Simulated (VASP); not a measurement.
# SiSe (P-6m2) in VASP: further runs

SiSe is run at these levels: r2SCAN0, PBEsol, r2SCAN; tasks: single point.

All numbers are computed with VASP 6.6.1; they aren't measurements. Logs are shortened: lines on timing, memory, paths and dates and some standing lists are left out, and cuts for length are marked.

## 1. The cell of the first run

The structure is hexagonal, space group P-6m2 (No. 187). The conventional cell has a = 3.571 Å, b = 3.571 Å, c = 3.575 Å, α = 90.00°, β = 90.00°, γ = 120.00°. Si (site symmetry -6m2) has 6 Se at 2.73 Å and 8 Si at 3.57 Å within 3.6 Å. Within 3.6 Å of Se (site symmetry -6m2) lie 6 Si at 2.73 Å and 8 Se at 3.57 Å.

## 2. Single point, r2SCAN0

POSCAR

```
SiSe
1.0
    3.5710704139      0.0000000000      0.0000000000
   -1.7855352070      3.0926331959      0.0000000000
    0.0000000000      0.0000000000      3.5745767219
Si Se
1 1
Direct
    0.6666700000      0.3333300000      0.5000000000
    0.0000000000      0.0000000000      0.0000000000
```

INCAR.step1

```
SYSTEM = SiSe
ALGO = Normal
EDIFF = 1E-5
ENCUT = 520
GGA = PE
ISIF = 2
ISMEAR = -1
LASPH = .True.
LCHARG = .False.
LREAL = .False.
LWAVE = .True.
NBANDS = 12
NELM = 80
PREC = Accurate
SIGMA = 0.05
```

INCAR.step2

```
SYSTEM = SiSe
AEXX = 0.25
ALGO = Normal
EDIFF = 1E-7
ENCUT = 520
ISIF = 2
ISMEAR = -1
ISTART = 1
LASPH = .True.
LCHARG = .False.
LHFCALC = .True.
LMIXTAU = .True.
LREAL = .False.
LWAVE = .False.
METAGGA = R2SCAN
NBANDS = 12
NELM = 80
PREC = Accurate
PRECFOCK = Normal
SIGMA = 0.05
```

KPOINTS

```
k-points
0
Gamma
  5 5 4
  0 0 0
```

Potentials or basis: VASP PAW PBE potentials, release 64 (Si, Se).

On the command line:

```
cat potpaw_PBE.64/Si/POTCAR potpaw_PBE.64/Se/POTCAR > POTCAR
cp INCAR.step1 INCAR
mpirun -np 1 vasp_std > vasp.out
cp INCAR.step2 INCAR
mpirun -np 1 vasp_std > vasp.out
```

OUTCAR:

```text
SYSTEM = SiSe
   AEXX = 0.25
   EDIFF = 1E-7
   ENCUT = 520
   ISIF = 2
   ISMEAR = -1
   ISTART = 1
   LASPH = .True.
   LHFCALC = .True.
   LREAL = .False.
   METAGGA = R2SCAN
   NELM = 80
   PREC = Accurate
   PRECFOCK = Normal

 ion  position               nearest neighbor table
   1  0.667  0.333  0.500-   2 2.73   2 2.73   2 2.73   2 2.73   2 2.73   2 2.73
   2  0.000  0.000  0.000-   1 2.73   1 2.73   1 2.73   1 2.73   1 2.73   1 2.73

  LATTYP: Found a hexagonal cell.
 ALAT       =     3.5710704139
 C/A-ratio  =     1.0009818647

  Lattice vectors:

 A1 = (   3.5710704139,   0.0000000000,   0.0000000000)
 A2 = (  -1.7855352070,   3.0926331959,   0.0000000000)
 A3 = (   0.0000000000,   0.0000000000,   3.5745767219)

Analysis of symmetry for initial positions (statically):
=====================================================================
 Subroutine PRICEL returns:
 Original cell was already a primitive cell.

 Routine SETGRP: Setting up the symmetry group for a
 hexagonal supercell.

 Subroutine GETGRP returns: Found  4 space group operations
 (whereof  4 operations were pure point group operations)
 out of a pool of 24 trial point group operations.

The static configuration has the point symmetry C_2v.

Analysis of symmetry for dynamics (positions and initial velocities):
=====================================================================
 Subroutine PRICEL returns:
 Original cell was already a primitive cell.

 Routine SETGRP: Setting up the symmetry group for a
 hexagonal supercell.

 Subroutine GETGRP returns: Found  4 space group operations
 (whereof  4 operations were pure point group operations)
 out of a pool of 24 trial point group operations.

The dynamic configuration has the point symmetry C_2v.

 Subroutine INISYM returns: Found  4 space group operations
 (whereof  4 operations are pure point group operations),
 and found     1 'primitive' translations

----------------------------------------------------------------------------------------

                                     Primitive cell

  volume of cell :      39.4777

  direct lattice vectors                    reciprocal lattice vectors
     3.571070414  0.000000000  0.000000000     0.280028082  0.161674524  0.000000000
    -1.785535207  3.092633196  0.000000000     0.000000000  0.323349048  0.000000000
     0.000000000  0.000000000  3.574576722     0.000000000  0.000000000  0.279753402

  length of vectors
     3.571070414  3.571066516  3.574576722     0.323348695  0.323349048  0.279753402

  position of ions in fractional coordinates (direct lattice)
     0.666670000  0.333330000  0.500000000
     0.000000000  0.000000000  0.000000000

  ion indices of the primitive-cell ions
   primitive index   ion index
                 1           1
                 2           2

----------------------------------------------------------------------------------------

 KPOINTS: k-points

Automatic generation of k-mesh.
 Grid dimensions read from file:
 generate k-points for:    5    5    4

 Generating k-lattice:

  Cartesian coordinates                     Fractional coordinates (reciprocal lattice)
     0.056005616  0.032334905  0.000000000     0.200000000  0.000000000  0.000000000
     0.000000000  0.064669810  0.000000000     0.000000000  0.200000000  0.000000000
     0.000000000  0.000000000  0.069938351     0.000000000  0.000000000  0.250000000

  Length of vectors
     0.064669739  0.064669810  0.069938351

  Shift w.r.t. Gamma in fractional coordinates (k-lattice)
     0.000000000  0.000000000  0.000000000

 Subroutine IBZKPT returns following result:
 ===========================================

 Found     27 irreducible k-points:

 Following reciprocal coordinates:
            Coordinates               Weight
  0.000000  0.000000  0.000000      1.000000
  0.200000 -0.000000  0.000000      4.000000
 -0.200000  0.200000  0.000000      2.000000
  0.400000 -0.000000  0.000000      4.000000
 -0.400000  0.400000  0.000000      2.000000
  0.200000  0.200000  0.000000      2.000000
[... 42 lines left out ...]
  ---------------------------------------------------
  free energy    TOTEN  =       -21.75566003 eV

  energy without entropy =      -21.75221241  energy(sigma->0) =      -21.75393622

 E-fermi :   6.7523     XC(G=0):  -8.3522

 val. band max:        6.2753196649   @ k =   0.4000   0.4000   0.0000
 cond. band min:       6.8721481085   @ k =  -0.2000   0.2000   0.2500
 fundamental gap:      0.5968284435
 Fermi energy:         6.7523302123

 k-point     1 :       0.0000    0.0000    0.0000
  band No.  band energies     occupation
      1     -11.8950      2.00000
      2       0.6759      2.00000
      3       1.3261      2.00000
      4       3.4728      2.00000
      5       3.4729      2.00000
      6      10.1382      0.00000
      7      10.1383      0.00000
      8      10.8025      0.00000
      9      14.7369      0.00000
     10      15.8215      0.00000
     11      18.7829      0.00000
     12      18.7831      0.00000

 k-point     2 :       0.2000   -0.0000    0.0000
  band No.  band energies     occupation
      1     -11.4071      2.00000
      2      -1.2471      2.00000
      3       1.8596      2.00000
      4       2.6625      2.00000
      5       3.6476      2.00000
      6       8.9421      0.00000
      7      11.5337      0.00000
      8      12.4375      0.00000
      9      13.0341      0.00000
     10      15.7297      0.00000
     11      18.4085      0.00000
     12      18.4913      0.00000

 k-point     3 :      -0.2000    0.2000    0.0000
  band No.  band energies     occupation
      1     -11.4071      2.00000
      2      -1.2471      2.00000
      3       1.8596      2.00000
      4       2.6626      2.00000
      5       3.6476      2.00000
      6       8.9422      0.00000
      7      11.5336      0.00000
      8      12.4375      0.00000
      9      13.0342      0.00000
     10      15.7296      0.00000
     11      18.4086      0.00000
     12      18.4913      0.00000
[... 286 lines left out ...]
 k-point    23 :      -0.4000    0.4000    0.5000
  band No.  band energies     occupation
      1      -9.2272      2.00000
      2      -3.4213      2.00000
      3      -1.0088      2.00000
      4       0.5620      2.00000
      5       3.4396      2.00000
      6       7.9435      0.00000
      7       9.9519      0.00000
      8       9.9714      0.00000
      9      18.2410      0.00000
     10      18.7224      0.00000
     11      20.9133      0.00000
     12      21.3225      0.00000

 k-point    24 :       0.2000    0.2000    0.5000
  band No.  band energies     occupation
      1      -9.4182      2.00000
      2      -3.9616      2.00000
      3      -0.1299      2.00000
      4       1.9151      2.00000
      5       2.6359      2.00000
      6       5.6785      2.00000
      7      11.8887      0.00000
      8      12.7530      0.00000
      9      15.4032      0.00000
     10      16.4866      0.00000
     11      20.1660      0.00000
     12      20.3631      0.00000

 [... further k-points ...]

------------------------ aborting loop because EDIFF is reached ----------------------------------------

  FORCE on cell =-STRESS in cart. coord.  units (eV):
  Direction    XX          YY          ZZ          XY          YZ          ZX
  --------------------------------------------------------------------------------------
  -------------------------------------------------------------------------------------
  Total       -0.4150728     -0.4150036     -0.2441394      0.0000589      0.0000000      0.0000000
  in kB      -16.8454809    -16.8426708     -9.9082524      0.0023912      0.0000000      0.0000000
  external PRESSURE =     -14.5321347 kB  Pullay stress =       0.0000000 kB

 VOLUME and BASIS-vectors are now :
 -----------------------------------------------------------------------------
  energy-cutoff  :      520.00
  volume of cell :       39.48
      direct lattice vectors                 reciprocal lattice vectors
     3.571070414  0.000000000  0.000000000     0.280028082  0.161674524  0.000000000
    -1.785535207  3.092633196  0.000000000     0.000000000  0.323349048  0.000000000
     0.000000000  0.000000000  3.574576722     0.000000000  0.000000000  0.279753402

 POSITION                                       TOTAL-FORCE (eV/Angst)
 -----------------------------------------------------------------------------------
      1.78555      1.03087      1.78729        -0.000040      0.000023      0.000000
      0.00000      0.00000      0.00000         0.000040     -0.000023      0.000000
 -----------------------------------------------------------------------------------
    total drift:                                0.000006      0.000008     -0.000000

  FREE ENERGIE OF THE ION-ELECTRON SYSTEM (eV)
  ---------------------------------------------------
  free  energy   TOTEN  =       -21.7556600339 eV

  energy  without entropy=      -21.7522124136  energy(sigma->0) =      -21.75393622
```

Run time: 6 min. Hardware: 1 thread of Intel Xeon 6975P-C (Granite Rapids), shared host; peak memory 0.17 GiB.

What came out:

```yaml
Free_energy: -21.7557 eV
Pressure: -1.5 GPa
Band_gap_on_the_k_mesh: zero (bands 5 and 6 overlap by 4.36 eV)
```

Stress tensor (GPa, compression positive):
```
-1.68  0.00  0.00
 0.00 -1.68  0.00
 0.00  0.00 -0.99
```

Levels at points of the mesh, in eV from the Fermi level:
```
           k point  band 3  band 4  band 5  band 6  band 7  band 8
(0.00, 0.00, 0.00)   -5.43   -3.28   -3.28    3.39    3.39    4.05
(0.00, 0.00, 0.50)   -2.04   -2.04    2.11    2.53    3.18    3.18
```

Caveat: the k points lie up to 0.44 Å⁻¹ apart, too coarse for converged energies and pressures of a metal; the PAW data sets were made with another functional, which shifts forces and pressure a little.

## 3. Single point, r2SCAN0

This run uses another cell than the first one, of 20.54 Å³/atom.

POSCAR

```
SiSe
1.0
    3.6190099654      0.0000000000      0.0000000000
   -1.8095049827      3.1341500049      0.0000000000
    0.0000000000      0.0000000000      3.6225633436
Si Se
1 1
Direct
    0.6666700000      0.3333300000      0.5000000000
    0.0000000000      0.0000000000      0.0000000000
```

INCAR.step1

```
SYSTEM = SiSe
PREC = Accurate
ENCUT = 520
EDIFF = 1E-5
ISMEAR = -1
SIGMA = 0.05
LREAL = .FALSE.
LASPH = .TRUE.
NELM = 100
ALGO = Normal
ISIF = 2
LWAVE = .TRUE.
LCHARG = .FALSE.
NBANDS = 12
GGA = PE
```

INCAR.step2

```
SYSTEM = SiSe
PREC = Accurate
ENCUT = 520
EDIFF = 1E-7
ISMEAR = -1
SIGMA = 0.05
LREAL = .FALSE.
LASPH = .TRUE.
NELM = 100
ALGO = Normal
ISIF = 2
LWAVE = .FALSE.
LCHARG = .FALSE.
METAGGA = R2SCAN
LHFCALC = .TRUE.
AEXX = 0.25
LMIXTAU = .TRUE.
PRECFOCK = Normal
NBANDS = 12
ISTART = 1
```

KPOINTS

```
regular mesh
0
G
  5 5 4
  0 0 0
```

Potentials or basis: VASP PAW PBE potentials, release 64 (Si, Se).

On the command line:

```
cat potpaw_PBE.64/Si/POTCAR potpaw_PBE.64/Se/POTCAR > POTCAR
cp INCAR.step1 INCAR
mpirun -np 1 vasp_std > vasp.out
cp INCAR.step2 INCAR
mpirun -np 1 vasp_std > vasp.out
```

It took 7.3 min on 1 thread of Intel Xeon 6975P-C (Granite Rapids), shared host; peak memory 0.18 GiB.

It converged, with:

| Item | Value |
| --- | --- |
| Free energy | -21.7271 eV |
| Pressure | -4.2 GPa |
| Band gap on the k mesh | zero (bands 5 and 6 overlap by 4.03 eV) |

Stress tensor (GPa, compression positive):
```
-3.80  0.00  0.00
 0.00 -3.80  0.00
 0.00  0.00 -4.87
```

Levels at points of the mesh, in eV from the Fermi level:
```
           k point  band 3  band 4  band 5  band 6  band 7  band 8
(0.00, 0.00, 0.00)   -5.11   -3.06   -3.06    3.48    3.48    4.32
(0.00, 0.00, 0.50)   -1.88   -1.88    2.07    2.37    3.23    3.23
```

Caveat: the k points lie up to 0.43 Å⁻¹ apart, too coarse for converged energies and pressures of a metal; the PAW data sets were made with another functional, which shifts forces and pressure a little.

## 4. Single point, PBEsol

This run uses another cell than the first one, of 20.14 Å³/atom.

INCAR

```
SYSTEM = SiSe
ALGO = Normal
EDIFF = 1E-6
ENCUT = 520
GGA = PS
ISIF = 2
ISMEAR = 1
LASPH = .True.
LCHARG = .True.
LELF = .True.
LREAL = .False.
LVHAR = .True.
LWAVE = .False.
NBANDS = 12
NELM = 60
PREC = Accurate
SIGMA = 0.05
```

KPOINTS

```
k-points
0
Gamma
  7 7 6
  0 0 0
```

POSCAR

```
SiSe
1.0
    3.5952000000      0.0000000000      0.0000000000
   -1.7976000000      3.1135300000      0.0000000000
    0.0000000000      0.0000000000      3.5987300000
Si Se
1 1
Direct
    0.6666700000      0.3333300000      0.5000000000
    0.0000000000      0.0000000000      0.0000000000
```

On the command line:

```
cat potpaw_PBE.64/Si/POTCAR potpaw_PBE.64/Se/POTCAR > POTCAR
mpirun -np 1 vasp_std > vasp.out
```

Wall time 14 s (1 thread of AMD EPYC 9R45 (Zen 5), shared host); peak memory 0.14 GiB.

Results (log left out):

* Free energy: -9.2660 eV
* Pressure: -3.5 GPa
* Band gap on the k mesh: zero (bands 5 and 6 overlap by 3.20 eV)

Levels at points of the mesh, in eV from the Fermi level:
| k point | band 1 | band 2 | band 3 | band 4 | band 5 | band 6 | band 7 | band 8 | band 9 | band 10 |
| --- | --- | --- | --- | --- | --- | --- | --- | --- | --- | --- |
| (0.00, 0.00, 0.00) | -15.21 | -4.63 | -3.63 | -1.72 | -1.72 | 2.95 | 2.95 | 3.47 | 6.80 | 7.94 |
| (0.00, 0.00, 0.50) | -14.03 | -9.80 | -0.67 | -0.67 | 1.55 | 2.18 | 2.82 | 2.82 | 7.37 | 7.37 |

Caveat: the cell stands under tension; the PAW data sets were made with another functional, which shifts forces and pressure a little.

## 5. Single point, PBEsol

This run uses another cell than the first one, of 20.14 Å³/atom.

INCAR

```
ALGO = Normal
EDIFF = 1E-7
ENCUT = 520
GGA = PS
ISIF = 2
ISMEAR = 1
LASPH = T
LCHARG = F
LREAL = F
LWAVE = F
NBANDS = 12
NELM = 60
PREC = Accurate
SIGMA = 0.05
```

KPOINTS

```
k-points
0
Gamma
  7 7 6
```

POSCAR is that of step 4.

On the command line:

```
cat potpaw_PBE.64/Si/POTCAR potpaw_PBE.64/Se/POTCAR > POTCAR
mpirun -np 1 vasp_std > vasp.out
```

It took 15 s on 1 thread of AMD EPYC 9R45 (Zen 5), shared host; peak memory 0.14 GiB.

Results (log left out):

- Free energy: -9.2660 eV
- Pressure: -3.5 GPa
- Band gap on the k mesh: zero (bands 5 and 6 overlap by 3.20 eV)

Levels at points of the mesh, in eV from the Fermi level:
| k point | band 3 | band 4 | band 5 | band 6 | band 7 | band 8 |
| --- | --- | --- | --- | --- | --- | --- |
| (0.00, 0.00, 0.00) | -3.63 | -1.72 | -1.72 | 2.95 | 2.95 | 3.47 |
| (0.00, 0.00, 0.50) | -0.67 | -0.67 | 1.55 | 2.18 | 2.82 | 2.82 |

Caveat: the cell stands under tension; the PAW data sets were made with another functional, which shifts forces and pressure a little.

## 6. Single point, r2SCAN, non-collinear spin, zero start, spin-orbit coupling

This run uses another cell than the first one, of 20.14 Å³/atom.

POSCAR is that of step 5.

INCAR.step1

```
PREC = Accurate ; ENCUT = 520
ISMEAR = 0 ; SIGMA = 0.05
LREAL = F ; LASPH = T
NELM = 150 ; MAGMOM = 0 0 0 0 0 0
LSORBIT = T ; GGA_COMPAT = F
NBANDS = 22 ; GGA = PE
ALGO = Normal ; EDIFF = 1E-4
LWAVE = T ; LCHARG = F
```

INCAR.step2

```
PREC = Accurate ; ENCUT = 520
EDIFF = 1E-6 ; ISMEAR = 0
SIGMA = 0.05 ; LREAL = F
LASPH = T ; NELM = 150
ALGO = Normal ; ISIF = 2
LWAVE = F ; LCHARG = F
MAGMOM = 0 0 0 0 0 0 ; LORBIT = 11
LSORBIT = T ; GGA_COMPAT = F
LORBMOM = T ; METAGGA = R2SCAN
LMIXTAU = T ; NBANDS = 22
ISTART = 1
```

KPOINTS

```
regular mesh
0
Gamma
  6 6 5
```

Potentials or basis: VASP PAW PBE potentials, release 64 (Si, Se).

On the command line:

```
cat potpaw_PBE.64/Si/POTCAR potpaw_PBE.64/Se/POTCAR > POTCAR
cp INCAR.step1 INCAR
mpirun -np 1 vasp_ncl > vasp.out
cp INCAR.step2 INCAR
mpirun -np 1 vasp_ncl > vasp.out
```

Run time: 6.6 min. Hardware: 1 thread of AMD EPYC 9R45 (Zen 5), shared host; peak memory 0.3 GiB.

Results (log left out):

```yaml
Free_energy: -22.3703 eV
Pressure: -1.9 GPa
Net_moment: 0.00 μB per cell
Valence_electrons_inside_the_program's_atomic_spheres: Si 1.49; Se 3.81
```

Stress tensor (GPa, compression positive):
```
-1.35  0.00  0.00
 0.00 -1.35  0.00
 0.00  0.00 -3.10
```

Moments on the atoms (μB; x, y, z):
```
Si  0.00 0.00 0.00
Se  0.00 0.00 0.00
```

Caveat: the PAW data sets were made with another functional, which shifts forces and pressure a little.

## 7. Single point, r2SCAN, non-collinear spin, zero start, spin-orbit coupling

This run uses another cell than the first one, of 20.14 Å³/atom.

POSCAR is that of step 6.

INCAR.step1

```
ALGO = Normal
EDIFF = 1E-4
ENCUT = 520
GGA = PE
GGA_COMPAT = F
ISMEAR = 0
LASPH = T
LCHARG = F
LREAL = F
LSORBIT = T
LWAVE = T
MAGMOM = 0 0 0 0 0 0
NBANDS = 22
NELM = 150
PREC = Accurate
SIGMA = 0.05
```

INCAR.step2

```
ALGO = Normal
EDIFF = 1E-7
ENCUT = 520
GGA_COMPAT = F
ISIF = 2
ISMEAR = 0
ISTART = 1
LASPH = T
LCHARG = F
LMIXTAU = T
LORBIT = 11
LORBMOM = T
LREAL = F
LSORBIT = T
LWAVE = F
MAGMOM = 0 0 0 0 0 0
METAGGA = R2SCAN
NBANDS = 22
NELM = 150
PREC = Accurate
SIGMA = 0.05
```

KPOINTS

```
k-points
0
Gamma
  8 8 7
```

On the command line:

```
cat potpaw_PBE.64/Si/POTCAR potpaw_PBE.64/Se/POTCAR > POTCAR
cp INCAR.step1 INCAR
mpirun -np 1 vasp_ncl > vasp.out
cp INCAR.step2 INCAR
mpirun -np 1 vasp_ncl > vasp.out
```

Run time: 17 min. Hardware: 1 thread of AMD EPYC 9R45 (Zen 5), shared host; peak memory 0.38 GiB.

It converged, with:

- Free energy: -22.3632 eV
- Pressure: 0.0 GPa
- Net moment: 0.00 μB per cell
- Valence electrons inside the program's atomic spheres: Si 1.50; Se 3.83

Stress tensor (GPa, compression positive):
```
-0.20  0.00  0.00
 0.00 -0.20  0.00
 0.00  0.00  0.47
```

Moments on the atoms (μB; x, y, z):
```
Si  0.00 0.00 0.00
Se  0.00 0.00 0.00
```

Caveat: the PAW data sets were made with another functional, which shifts forces and pressure a little.

## 8. The runs side by side

```csv
level,spin,cell,k mesh,smearing,grid for exact exchange (PRECFOCK),share of exact exchange,gap on the mesh (eV),pressure (GPa),moment (μB)
r2SCAN0,off,"a = 3.571, b = 3.571, c = 3.575 Å, angles 90.0, 90.0, 120.0°, 2 atoms",5 × 5 × 4,fermi-dirac 0.05 eV,Normal,0.25,none,-1.5,-
r2SCAN0,off,"a = 3.619, b = 3.619, c = 3.623 Å, angles 90.0, 90.0, 120.0°, 2 atoms",5 × 5 × 4,fermi-dirac 0.05 eV,Normal,0.25,none,-4.2,-
PBEsol,off,"a = 3.595, b = 3.595, c = 3.599 Å, angles 90.0, 90.0, 120.0°, 2 atoms",7 × 7 × 6,methfessel-paxton 0.05 eV,-,-,none,-3.5,-
r2SCAN,"non-collinear, zero start, SOC","a = 3.595, b = 3.595, c = 3.599 Å, angles 90.0, 90.0, 120.0°, 2 atoms",6 × 6 × 5,gaussian 0.05 eV,-,-,-,-1.9,0.00
r2SCAN,"non-collinear, zero start, SOC","a = 3.595, b = 3.595, c = 3.599 Å, angles 90.0, 90.0, 120.0°, 2 atoms",8 × 8 × 7,gaussian 0.05 eV,-,-,-,0.0,0.00
```

Alike in all rows: task single point; potentials or basis VASP PAW PBE potentials, release 64 (Si, Se); cutoff (eV) 520.

Caveats: some runs use coarse meshes; the PAW data sets were made with another functional, which shifts forces and pressure a little; the cell stands under tension (at least some runs).

Total energies depend on the potentials used, so only differences within one code and one set of settings carry meaning.
